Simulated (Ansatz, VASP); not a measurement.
**Two plane-wave programs on HfC**

The input INCAR:

```
SYSTEM = HfC
PREC     = Accurate       ! precision mode
ENCUT    = 520            ! plane-wave cutoff, eV
EDIFF    = 1E-7           ! SCF threshold, eV
ISMEAR   = 0              ! smearing method
SIGMA    = 0.1            ! smearing width, eV
LREAL    = .FALSE.        ! projectors in reciprocal space
LASPH    = .TRUE.         ! aspherical terms in the spheres
NELM     = 100            ! most SCF steps
ALGO     = Normal         ! electronic algorithm
ISIF     = 2              ! what is computed and relaxed
LWAVE    = .FALSE.        ! write WAVECAR
LCHARG   = .FALSE.        ! write CHGCAR
GGA      = PS             ! functional
NBANDS   = 14             ! bands
```

KPOINTS

```
regular mesh
0
G
  16 16 16
  0 0 0
```

The input POSCAR:

```
HfC
1.0
    0.0000000000      2.3250000000      2.3250000000
    2.3250000000      0.0000000000      2.3250000000
    2.3250000000      2.3250000000      0.0000000000
Hf C
1 1
Direct
    0.5000000000      0.5000000000      0.5000000000
    0.0000000000      0.0000000000      0.0000000000
```

Input for Ansatz:

```yaml
crystal:
  lattice:
    - [0.0, 2.325, 2.325]
    - [2.325, 0.0, 2.325]
    - [2.325, 2.325, 0.0]
  atoms:
    - { symbol: Hf, position: [0.5, 0.5, 0.5] }
    - { symbol: C, position: [0.0, 0.0, 0.0] }
basis:
  ecutwfc: 420
kpoints:
  mp_grid: { grid: [16, 16, 16] }
hamiltonian:
  xc: pbesol
scf:
  occupations: { method: gaussian, width: 0.1 }
output:
  forces: true
  stress: true
  eigenvalues: true
  populations: true
```

Alike in both runs: task single point; functional PBEsol; k mesh 16 × 16 × 16; occupations gaussian, width 0.1 eV; no spin polarisation.

```csv
,VASP,Ansatz
version,VASP 6.6.1,Ansatz 0.2.0
potentials or method,"VASP PAW PBE potentials, release 64 (Hf_pv, C), cutoff 520 eV","scalar-relativistic, plane waves, PAW"
valence electrons in the cell,14,30
```

```tsv
	VASP	Ansatz	Ansatz less VASP
gap on the k mesh at the Fermi level (eV)	none	none	-
pressure (GPa)	-7.0	-6.5	+0.44
```

VASP's potentials were made for PBE, not for PBEsol. A gap of «none» marks a metal or a gap that the smearing closes. VASP's potentials hold 14 valence electrons a cell and Ansatz's 30, so a difference there can come from the potentials and not from the codes.

Neither program's run includes spin-orbit coupling.
